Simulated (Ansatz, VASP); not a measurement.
## One calculation of Re, two programs

```
Re
1.0
     2.73742    0.00000    0.00000
    -1.36871    2.37068    0.00000
     0.00000    0.00000    4.41663
Re
2
Direct
  0.33333 0.66667 0.25000
  0.66667 0.33333 0.75000
```

Alike in both runs: functional LDA; k mesh 18 × 18 × 10; occupations gaussian, width 0.1 eV; no spin polarisation.

Ansatz relaxed the structure, and its values are those at the end. VASP's run is a single point on that final structure, the one shown.

```csv
,VASP,Ansatz
version,VASP 6.6.1,Ansatz 0.2.0
potentials or method,"VASP PAW LDA potentials, release 64 (Re), cutoff 520 eV","scalar-relativistic, plane waves, PAW"
valence electrons in the cell,14,30
```

Ansatz gave:

```
gap on the k mesh at the Fermi level (eV) : none
pressure (GPa)                            : 0.0
```

Q: Estimate VASP's values.

A: gap on the k mesh at the Fermi level (eV): none; pressure (GPa): 1.5.

LDA's correlation is that of Perdew and Zunger in VASP and of Perdew and Wang (1992) in Ansatz. A gap of «none» marks a metal or a gap that the smearing closes. VASP's potentials hold 14 valence electrons a cell and Ansatz's 30, so a difference there can come from the potentials and not from the codes.

Spin-orbit coupling is off throughout.
